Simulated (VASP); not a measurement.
Mg: single point with LDA

The system is Mg.

```
Mg
1.0
    -1.81118    1.81118    1.65671
     1.81118   -1.81118    1.65671
     1.81118    1.81118   -1.65671
Mg
1
Direct
  0.00000 0.00000 0.00000
```

```yaml
Program: VASP 6.6.1
Task: single point
Functional: LDA
Potentials_or_basis: VASP PAW LDA potentials, release 64 (Mg_sv)
Cutoff: 840 eV
k_mesh: 11 × 11 × 11
Occupations: fermi-dirac, width 0.05 eV
Spin: no spin polarisation
```

```
Pressure               : -0.8 GPa
Band gap on the k mesh : zero (bands 5 and 6 overlap by 4.41 eV)
```

Stress tensor (GPa, compression positive):
```
-0.90  0.00  0.00
 0.00 -0.90  0.00
 0.00  0.00 -0.58
```

Levels at points of the mesh, in eV from the Fermi level:
| k point | band 2 | band 3 | band 4 | band 5 | band 6 | band 7 | band 8 | band 9 | band 10 |
| --- | --- | --- | --- | --- | --- | --- | --- | --- | --- |
| (0.00, 0.00, 0.00) | -42.67 | -42.67 | -42.66 | -7.19 | 12.10 | 13.98 | 13.98 | 14.39 | 14.65 |

Run time: 19 s on 1 thread of Intel(R) Xeon(R) 6975P-C (Granite Rapids) (shared host), peak memory 0.18 GiB.
